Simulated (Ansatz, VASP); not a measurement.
## Two plane-wave programs on CaB12

```
Ca B
1.0
    -3.02652    3.02652    3.02652
     3.02652   -3.02652    3.02652
     3.02652    3.02652   -3.02652
Ca B
1 12
Direct
  0.00000 0.00000 0.00000
  0.30081 0.65041 0.65041
  0.00000 0.65041 0.34959
  0.00000 0.34959 0.65041
  0.69919 0.34959 0.34959
  0.65041 0.30081 0.65041
  0.34959 0.00000 0.65041
  0.65041 0.00000 0.34959
  0.34959 0.69919 0.34959
  0.65041 0.65041 0.30081
  0.65041 0.34959 0.00000
  0.34959 0.65041 0.00000
  0.34959 0.34959 0.69919
```

Alike in both runs: functional PBE; k mesh 6 × 6 × 6; occupations gaussian, width 0.1 eV; no spin polarisation.

Ansatz relaxed the structure, and its values are those at the end. VASP's run is a single point on that final structure, the one shown.

```csv
,VASP,Ansatz
version,VASP 6.6.1,Ansatz 0.2.0
potentials or method,"VASP PAW PBE potentials, release 64 (Ca_sv, B), cutoff 520 eV","scalar-relativistic, plane waves, PAW"
valence electrons in the cell,46,46
```

|  | VASP | Ansatz | Ansatz less VASP |
| --- | --- | --- | --- |
| gap on the k mesh at the Fermi level (eV) | none | none | - |
| pressure (GPa) | -0.1 | -0.1 | -0.01 |

A gap of «none» marks a metal or a gap that the smearing closes. With one functional, cell and mesh, what is left measures potentials, basis and numerics.
